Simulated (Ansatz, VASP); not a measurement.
**Two plane-wave programs on Bi2Se3**

```
Bi Se
1.0
     2.06517    1.19233    9.53991
    -2.06517    1.19233    9.53991
     0.00000   -2.38465    9.53991
Bi Se
2 3
Direct
  0.40026 0.40026 0.40026
  0.59974 0.59974 0.59974
  0.00000 0.00000 0.00000
  0.21164 0.21164 0.21164
  0.78836 0.78836 0.78836
```

Alike in both runs: task single point; functional PBEsol; k mesh 12 × 12 × 12; occupations gaussian, width 0.01 eV; no spin polarisation.

```csv
,VASP,Ansatz
version,VASP 6.6.1,Ansatz 0.2.0
potentials or method,"VASP PAW PBE potentials, release 64 (Bi_d, Se), cutoff 520 eV","scalar-relativistic, plane waves, PAW"
valence electrons in the cell,48,78
```

```csv
,VASP,Ansatz,Ansatz less VASP
gap on the k mesh at the Fermi level (eV),0.12,0.12,+0.002
least direct gap on the mesh (eV),0.12,0.12,+0.002
```

VASP's potentials were made for PBE, not for PBEsol. VASP's potentials hold 48 valence electrons a cell and Ansatz's 78, so a difference there can come from the potentials and not from the codes.

Neither program's run includes spin-orbit coupling.
